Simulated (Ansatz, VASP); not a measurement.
**Sr: VASP beside Ansatz**

File INCAR:

```
SYSTEM = Sr
PREC = Accurate
ENCUT = 520
EDIFF = 1E-6
ISMEAR = 0
SIGMA = 0.15
LREAL = .False.
LASPH = .True.
NELM = 60
ALGO = Normal
ISIF = 2
LWAVE = .False.
LCHARG = .True.
GGA = PS
LELF = .True.
LVHAR = .True.
NBANDS = 11
```

Contents of KPOINTS:

```
Automatic mesh
0
Gamma
  16 16 16
  0 0 0
```

POSCAR

```
Sr
1.0
   -1.2831491837      2.5662983673      2.5662983673
    2.5662983673     -1.2831491837      2.5662983673
    2.5662983673      2.5662983673     -1.2831491837
Sr
1
Direct
    0.0000000000      0.0000000000      0.0000000000
```

Input for Ansatz:

```yaml
crystal:
  lattice:
    - [-1.2831491837, 2.5662983673, 2.5662983673]
    - [2.5662983673, -1.2831491837, 2.5662983673]
    - [2.5662983673, 2.5662983673, -1.2831491837]
  atoms:
    - { symbol: Sr, position: [0.0, 0.0, 0.0] }
basis:
  ecutwfc: 420
kpoints:
  mp_grid: { grid: [16, 16, 16] }
hamiltonian:
  xc: pbesol
scf:
  occupations: { method: gaussian, width: 0.15 }
output:
  forces: true
  stress: true
  eigenvalues: true
```

Alike in both runs: task single point; functional PBEsol; k mesh 16 × 16 × 16; occupations gaussian, width 0.15 eV; no spin polarisation.

|  | VASP | Ansatz |
| --- | --- | --- |
| version | VASP 6.6.1 | Ansatz 0.2.0 |
| potentials or method | VASP PAW PBE potentials, release 64 (Sr_sv), cutoff 520 eV | scalar-relativistic, plane waves, PAW |
| valence electrons in the cell | 10 | 10 |

```tsv
	VASP	Ansatz	Ansatz less VASP
gap on the k mesh at the Fermi level (eV)	none	none	-
pressure (GPa)	-0.5	-0.5	-0.01
```

VASP's potentials were made for PBE, not for PBEsol. A gap of «none» marks a metal or a gap that the smearing closes. With one functional, cell and mesh, what is left measures potentials, basis and numerics.
